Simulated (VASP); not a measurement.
# Ta3AlN4 (I4/mmm) in VASP: further runs

Ta3AlN4 is run at these levels: PBE; tasks: single point, relaxation of cell and atoms.

Everything below comes from runs of VASP 6.6.1. Logs are shortened: lines on timing, memory, paths and dates and some standing lists are left out, and cuts for length are marked.

### Step 1. The cell of the first run

It takes space group I4/mmm (No. 139, tetragonal). Conventional cell: a = 4.369 Å, b = 4.369 Å, c = 8.711 Å, α = 90.00°, β = 90.00°, γ = 90.00°. Within 2.9 Å of Ta (site symmetry -4m2) lie 6 N at 2.18 to 2.20 Å. Within 2.9 Å of Ta (site symmetry 4/mmm) lie 6 N at 2.18 to 2.41 Å. Al (site symmetry 4/mmm) has 6 N at 1.95 to 2.18 Å within 2.6 Å. N (site symmetry mmm) has 4 Ta at 2.18 Å and 2 Al at 2.18 Å and 8 N at 2.93 to 3.09 Å within 3.1 Å. Within 2.6 Å of N (site symmetry 4mm) lie 1 Al at 1.95 Å and 5 Ta at 2.20 to 2.41 Å.

### Step 2. Single point, PBE

Input file INCAR:

```
ALGO     = Normal         # electronic algorithm
EDIFF    = 1E-6           # SCF threshold, eV
ENCUT    = 520            # plane-wave cutoff, eV
GGA      = PE             # functional
ISIF     = 2              # what is computed and relaxed
ISMEAR   = 0              # smearing method
LASPH    = T              # aspherical terms in the spheres
LCHARG   = F              # write CHGCAR
LREAL    = F              # projectors in reciprocal space
LWAVE    = F              # write WAVECAR
NBANDS   = 38             # bands
NELM     = 100            # most SCF steps
PREC     = Accurate       # precision mode
SIGMA    = 0.1            # smearing width, eV
```

Input file KPOINTS:

```
k-points
0
Gamma
  6 6 6
```

Input file POSCAR:

```
Ta3AlN4
1.0
   -2.1843477904      2.1843477904      4.3553002228
    2.1843477904     -2.1843477904      4.3553002228
    2.1843477904      2.1843477904     -4.3553002228
Ta Al N
3 1 4
Direct
    0.7500000000      0.2500000000      0.5000000000
    0.5000000000      0.5000000000      0.0000000000
    0.2500000000      0.7500000000      0.5000000000
    0.0000000000      0.0000000000      0.0000000000
    0.0000000000      0.5000000000      0.5000000000
    0.7762680959      0.7762680959      0.0000000000
    0.5000000000      0.0000000000      0.5000000000
    0.2237319041      0.2237319041      0.0000000000
```

Potentials or basis: VASP PAW PBE potentials, release 64 (Ta_pv, Al, N).

Run with:

```bash
> cat potpaw_PBE.64/Ta_pv/POTCAR potpaw_PBE.64/Al/POTCAR potpaw_PBE.64/N/POTCAR > POTCAR
> mpirun -np 1 vasp_std > vasp.out
```

OUTCAR:

```text
EDIFF = 1E-6
   ENCUT = 520
   GGA = PE
   ISIF = 2
   ISMEAR = 0
   LASPH = T
   LREAL = F
   NELM = 100
   PREC = Accurate

 ion  position               nearest neighbor table
   1  0.750  0.250  0.500-   5 2.18   7 2.18   6 2.20   8 2.20   6 2.20   8 2.20   2 3.08   2 3.08
                             4 3.08   4 3.08   4 3.08   2 3.08   2 3.08   4 3.08   3 3.09   3 3.09
   2  0.500  0.500  0.000-   5 2.18   7 2.18   7 2.18   5 2.18   6 2.41   8 2.41   3 3.08   3 3.08
                             1 3.08   1 3.08   1 3.08   3 3.08   1 3.08   3 3.08   4 3.09   4 3.09
   3  0.250  0.750  0.500-   5 2.18   7 2.18   6 2.20   8 2.20   6 2.20   8 2.20   2 3.08   4 3.08
                             4 3.08   2 3.08   4 3.08   2 3.08   2 3.08   4 3.08   1 3.09   1 3.09
   4  0.000  0.000  0.000-   6 1.95   8 1.95   7 2.18   5 2.18   5 2.18   7 2.18   1 3.08   1 3.08
                             3 3.08   3 3.08   1 3.08   3 3.08   1 3.08   3 3.08   2 3.09   2 3.09
   5  0.000  0.500  0.500-   1 2.18   3 2.18   2 2.18   4 2.18   4 2.18   2 2.18
   6  0.776  0.776  0.000-   4 1.95   3 2.20   1 2.20   1 2.20   3 2.20   2 2.41
   7  0.500  0.000  0.500-   1 2.18   3 2.18   2 2.18   4 2.18   2 2.18   4 2.18
   8  0.224  0.224  0.000-   4 1.95   3 2.20   1 2.20   1 2.20   3 2.20   2 2.41

  LATTYP: Found a body centered tetragonal cell.
 ALAT       =     4.3686955808
 C/A-ratio  =     1.9938675709

  Lattice vectors:

 A1 = (  -2.1843477904,   2.1843477904,   4.3553002228)
 A2 = (   2.1843477904,  -2.1843477904,   4.3553002228)
 A3 = (   2.1843477904,   2.1843477904,  -4.3553002228)

Analysis of symmetry for initial positions (statically):
=====================================================================
 Subroutine PRICEL returns:
 Original cell was already a primitive cell.

 Routine SETGRP: Setting up the symmetry group for a
 body centered tetragonal supercell.

 Subroutine GETGRP returns: Found 16 space group operations
 (whereof 16 operations were pure point group operations)
 out of a pool of 16 trial point group operations.

The static configuration has the point symmetry D_4h.

Analysis of symmetry for dynamics (positions and initial velocities):
=====================================================================
 Subroutine PRICEL returns:
 Original cell was already a primitive cell.

 Routine SETGRP: Setting up the symmetry group for a
 body centered tetragonal supercell.

 Subroutine GETGRP returns: Found 16 space group operations
 (whereof 16 operations were pure point group operations)
 out of a pool of 16 trial point group operations.

The dynamic configuration has the point symmetry D_4h.

 Subroutine INISYM returns: Found 16 space group operations
 (whereof 16 operations are pure point group operations),
 and found     1 'primitive' translations

----------------------------------------------------------------------------------------

                                     Primitive cell

  volume of cell :      83.1231

  direct lattice vectors                    reciprocal lattice vectors
    -2.184347790  2.184347790  4.355300223     0.000000000  0.228901278  0.114802648
     2.184347790 -2.184347790  4.355300223     0.228901278  0.000000000  0.114802648
     2.184347790  2.184347790 -4.355300223     0.228901278  0.228901278  0.000000000

  length of vectors
     5.339605844  5.339605844  5.339605844     0.256077025  0.256077025  0.323715291

  position of ions in fractional coordinates (direct lattice)
     0.750000000  0.250000000  0.500000000
     0.500000000  0.500000000  0.000000000
     0.250000000  0.750000000  0.500000000
     0.000000000  0.000000000  0.000000000
     0.000000000  0.500000000  0.500000000
     0.776268096  0.776268096  0.000000000
     0.500000000  0.000000000  0.500000000
     0.223731904  0.223731904  0.000000000

  ion indices of the primitive-cell ions
   primitive index   ion index
                 1           1
                 2           2
                 3           3
                 4           4
                 5           5
                 6           6
                 7           7
                 8           8

----------------------------------------------------------------------------------------

 KPOINTS: k-points

Automatic generation of k-mesh.
 Grid dimensions read from file:
 generate k-points for:    6    6    6

 Generating k-lattice:

  Cartesian coordinates                     Fractional coordinates (reciprocal lattice)
     0.000000000  0.038150213  0.019133775     0.166666667 -0.000000000  0.000000000
     0.038150213  0.000000000  0.019133775    -0.000000000  0.166666667  0.000000000
     0.038150213  0.038150213  0.000000000     0.000000000  0.000000000  0.166666667

  Length of vectors
     0.042679504  0.042679504  0.053952549

  Shift w.r.t. Gamma in fractional coordinates (k-lattice)
     0.000000000  0.000000000  0.000000000

 Subroutine IBZKPT returns following result:
 ===========================================

 Found     30 irreducible k-points:

 Following reciprocal coordinates:
            Coordinates               Weight
  0.000000  0.000000  0.000000      1.000000
  0.166667  0.000000  0.000000      8.000000
  0.333333  0.000000 -0.000000      8.000000
  0.500000  0.000000 -0.000000      4.000000
  0.166667  0.166667 -0.000000      8.000000
  0.333333  0.166667 -0.000000     16.000000
[... 16 lines left out ...]
 -0.333333 -0.333333  0.166667      8.000000
 -0.166667 -0.333333  0.166667      8.000000
 [... further k-points ...]
   k-points           NKPTS =     30   k-points in BZ     NKDIM =     30   number of bands    NBANDS=     38
   number of dos      NEDOS =    301   number of ions     NIONS =      8
   total plane-waves  NPLWV =  64000
   dimension x,y,z NGX =    40 NGY =   40 NGZ =   40
   dimension x,y,z NGXF=    80 NGYF=   80 NGZF=   80
   ions per type =               3   1   4
   NGX,Y,Z   is equivalent  to a cutoff of  12.45, 12.45, 12.45 a.u.
   NGXF,Y,Z  is equivalent  to a cutoff of  24.91, 24.91, 24.91 a.u.
 SYSTEM =  unknown system
   PREC   = accura    normal or accurate (medium, high low for compatibility)
   ISTART =      0    job   : 0-new  1-cont  2-samecut
   ICHARG =      2    charge: 1-file 2-atom 10-const
   ISPIN  =      1    spin polarized calculation?
   LNONCOLLINEAR =      F non collinear calculations
   LSORBIT =      F    spin-orbit coupling
   LASPH  =      T    aspherical Exc in radial PAW
   ENCUT  =  520.0 eV  38.22 Ry    6.18 a.u.   9.93  9.93  9.93*2*pi/ulx,y,z
   NELM   =    100;   NELMIN=  2; NELMDL= -5     # of ELM steps
   EDIFF  = 0.1E-05   stopping-criterion for ELM
   LREAL  =      F    real-space projection
   EDIFFG = 0.1E-04   stopping-criterion for IOM
   NSW    =      0    number of steps for IOM
   IBRION =     -1    ionic relax: 0-MD 1-quasi-New 2-CG
   NFREE  =      0    steps in history (QN), initial steepest desc. (CG)
   ISIF   =      2    stress and relaxation
   ISYM   =      2    0-nonsym 1-usesym 2-fastsym
   POTIM  = 0.5000    time-step for ionic-motion
   TEBEG  =    0.0;   TEEND  =   0.0 temperature during run
   PSTRESS=    0.0 pullay stress
   NELECT =      56.0000    total number of electrons
   NUPDOWN=      -1.0000    fix difference up-down
   EMIN   =  10.00;   EMAX   =-10.00  energy-range for DOS
   EFERMI =   0.00;   METHOD = LEGACY
   ISMEAR =     0;   SIGMA  =   0.10  broadening in eV -4-tet -1-fermi 0-gaus
   EFERMI_NEDOS =   21; number of points for ismear=-14 and -15
   IALGO  =     38    algorithm
   IMIX   =      4    mixing-type and parameters
     AMIX     =   0.40;   BMIX     =  1.00
     AMIX_MAG =   1.60;   BMIX_MAG =  1.00
  volume/ion in A,a.u.               =      10.39        70.12
  Fermi-wavevector in a.u.,A,eV,Ry     =   1.435149  2.712038 28.023270  2.059652
  Thomas-Fermi vector in A             =   2.554479
   LORBIT       =      0    0 simple, 1 ext, 2 COOP (PROOUT), +10 PAW based schemes
   GGA     = PE    functional components
   LHFCALC =     F    Hartree Fock is set to
   AEXX    =    0.0000 exact exchange contribution
   IVDW    =     0    specifies the selected vdW correction
   LEPSILON=     F    determine dielectric tensor
   LRPA    =     F    only Hartree local field effects (RPA)
 non-spin polarized calculation
 Gauss-broadening in eV      SIGMA  =   0.10
  energy-cutoff  :      520.00
  volume of cell :       83.12
 maximum number of plane-waves:      2256
   NGX = 19   NGY = 19   NGZ = 19

 number of electron      56.0000002 magnetization

 Free energy of the ion-electron system (eV)
  ---------------------------------------------------
  ext. energy  EPLUGINS =         0.00000000
  ---------------------------------------------------
  free energy    TOTEN  =       -79.11175115 eV

  energy without entropy =      -79.08795368  energy(sigma->0) =      -79.09985242

 E-fermi :   9.9489     XC(G=0): -13.0114

 val. band max:        9.9399736388   @ k =  -0.3333   0.3333   0.1667
 cond. band min:       9.9568127083   @ k =   0.5000   0.5000   0.1667
 fundamental gap:      0.0168390695
 Fermi energy:         9.9489211307

 k-point     1 :       0.0000    0.0000    0.0000
  band No.  band energies     occupation
      1     -26.4585      2.00000
      2     -26.3928      2.00000
      3     -26.3928      2.00000
      4     -26.1909      2.00000
      5     -26.1682      2.00000
      6     -26.1682      2.00000
[... 30 lines left out ...]
     37      13.0023      0.00000
     38      13.6579      0.00000

 k-point     2 :       0.1667    0.0000    0.0000
  band No.  band energies     occupation
      1     -26.4625      2.00000
      2     -26.3748      2.00000
      3     -26.3661      2.00000
      4     -26.2575      2.00000
      5     -26.1713      2.00000
      6     -26.1058      2.00000
[... 30 lines left out ...]
     37      13.2690      0.00000
     38      13.4042      0.00000
[... 859 lines left out ...]
     37      13.2941      0.00000
     38      13.5561      0.00000

 k-point    24 :      -0.1667   -0.3333    0.1667
  band No.  band energies     occupation
      1     -26.4252      2.00000
      2     -26.4116      2.00000
      3     -26.3999      2.00000
      4     -26.2073      2.00000
      5     -26.1179      2.00000
      6     -26.0887      2.00000
[... 30 lines left out ...]
     37      13.1374      0.00000
     38      13.2774      0.00000

 [... further k-points ...]

------------------------ aborting loop because EDIFF is reached ----------------------------------------

  FORCE on cell =-STRESS in cart. coord.  units (eV):
  Direction    XX          YY          ZZ          XY          YZ          ZX
  --------------------------------------------------------------------------------------
  -------------------------------------------------------------------------------------
  Total        0.2642224      0.2642224      0.2600976      0.0000000      0.0000000      0.0000000
  in kB        5.0928223      5.0928223      5.0133190      0.0000000      0.0000000      0.0000000
  external PRESSURE =       5.0663212 kB  Pullay stress =       0.0000000 kB

 VOLUME and BASIS-vectors are now :
 -----------------------------------------------------------------------------
  energy-cutoff  :      520.00
  volume of cell :       83.12
      direct lattice vectors                 reciprocal lattice vectors
    -2.184347790  2.184347790  4.355300223     0.000000000  0.228901278  0.114802648
     2.184347790 -2.184347790  4.355300223     0.228901278  0.000000000  0.114802648
     2.184347790  2.184347790 -4.355300223     0.228901278  0.228901278  0.000000000

 POSITION                                       TOTAL-FORCE (eV/Angst)
 -----------------------------------------------------------------------------------
      0.00000      2.18435      2.17765         0.000000      0.000000      0.000000
      0.00000      0.00000      4.35530         0.000000      0.000000      0.000000
      2.18435      0.00000      2.17765         0.000000      0.000000      0.000000
      0.00000      0.00000      0.00000         0.000000      0.000000      0.000000
      2.18435      0.00000      0.00000         0.000000      0.000000      0.000000
      0.00000      0.00000      6.76176        -0.000000     -0.000000      0.030484
      0.00000      2.18435      0.00000         0.000000      0.000000      0.000000
      0.00000      0.00000      1.94884         0.000000      0.000000     -0.030484
 -----------------------------------------------------------------------------------
    total drift:                               -0.000000      0.000000     -0.000000

  FREE ENERGIE OF THE ION-ELECTRON SYSTEM (eV)
  ---------------------------------------------------
  free  energy   TOTEN  =       -79.1117511515 eV

  energy  without entropy=      -79.0879536846  energy(sigma->0) =      -79.09985242
```

It took 45 s on 1 thread of Intel Xeon 6975P-C (Granite Rapids), shared host; peak memory 0.27 GiB.

Results:

| Item | Value |
| --- | --- |
| Free energy | -79.1118 eV |
| Pressure | 0.5 GPa |
| Largest force | 0.030 eV/Å |
| Band gap on the k mesh | zero (bands 28 and 29 overlap by 2.58 eV) |

Forces in eV/Å, atoms in the order of the input:
```
Ta   0.000  0.000  0.000
Ta   0.000  0.000  0.000
Ta   0.000  0.000  0.000
Al   0.000  0.000  0.000
N    0.000  0.000  0.000
N    0.000  0.000  0.030
N    0.000  0.000  0.000
N    0.000  0.000 -0.030
```

Caveat: spin-orbit coupling is left out, which moves the levels of the heavy elements.

(Continued in part 2 of 2.)
